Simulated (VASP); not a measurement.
Se, 1 atom in the cell. Symmetry: Pm-3m, No. 221, cubic system. The conventional cell has a = 2.769 Å, b = 2.769 Å, c = 2.769 Å, α = 90.00°, β = 90.00°, γ = 90.00°. Se (site symmetry m-3m) has 6 Se at 2.77 Å within 3.6 Å. 

```yaml
Program: VASP 6.6.1
Task: single point
Functional: LDA
Potentials_or_basis: VASP PAW LDA potentials, release 64 (Se)
Cutoff: 520 eV
k_mesh: 13 × 13 × 13
Occupations: fermi-dirac, width 0.08 eV
Spin: no spin polarisation
Dipole_correction: no
Further_INCAR_settings: ALGO = Normal; EDIFF = 1e-07; NBANDS = 9
```

Potentials or basis: VASP PAW LDA potentials, release 64 (Se).

The run is started by

```console
$ cat potpaw_LDA.64/Se/POTCAR > POTCAR
$ mpirun -np 1 vasp_std > vasp.out
```

Hardware: 1 thread of Intel(R) Xeon(R) 6975P-C (Granite Rapids), with other jobs on the host.

Question: How long does it take, and how much memory?

Answer: Run time: 4.5 s on 1 thread of Intel(R) Xeon(R) 6975P-C (Granite Rapids), on a shared host, peak memory 0.13 GiB. Counts: scf iterations 10, k points 84.
